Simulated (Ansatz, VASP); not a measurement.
## One calculation of P, two programs

```
CELL_PARAMETERS angstrom
1.72573 0.99635 3.12968
-1.72573 0.99635 3.12968
0.00000 -1.99270 3.12968
ATOMIC_POSITIONS crystal
P 0.18621 0.18621 0.27621
P 0.81379 0.81379 0.72379
```

Change from the starting cell: shortest bond scaled by 0.82, LAPW.

Alike in both runs: task single point; functional PBEsol; k mesh 11 × 11 × 11; occupations fermi-dirac, width 0.05 eV; no spin polarisation.

```csv
,VASP,Ansatz
version,VASP 6.6.1,Ansatz 0.2.0
potentials or method,"VASP PAW PBE potentials, release 64 (P), cutoff 520 eV","all-electron LAPW, scalar-relativistic"
```

Ansatz gave:

| Property | Result |
| --- | --- |
| pressure (GPa) | 17.0 |
| traceless stress, the component that is largest in VASP (GPa) | 22.55 |
| rms of the force components (eV/Å) | 3.775 |

**Question.** Estimate VASP's values.

**Answer.** Pressure (GPa): 16.8; traceless stress, the component that is largest in VASP (GPa): 22.28; rms of the force components (eV/Å): 3.739.

VASP's potentials were made for PBE, not for PBEsol. Atom by atom the forces differ by 0.036 eV/Å (rms over components). Ansatz ran all-electron here, and VASP with PAW potentials.
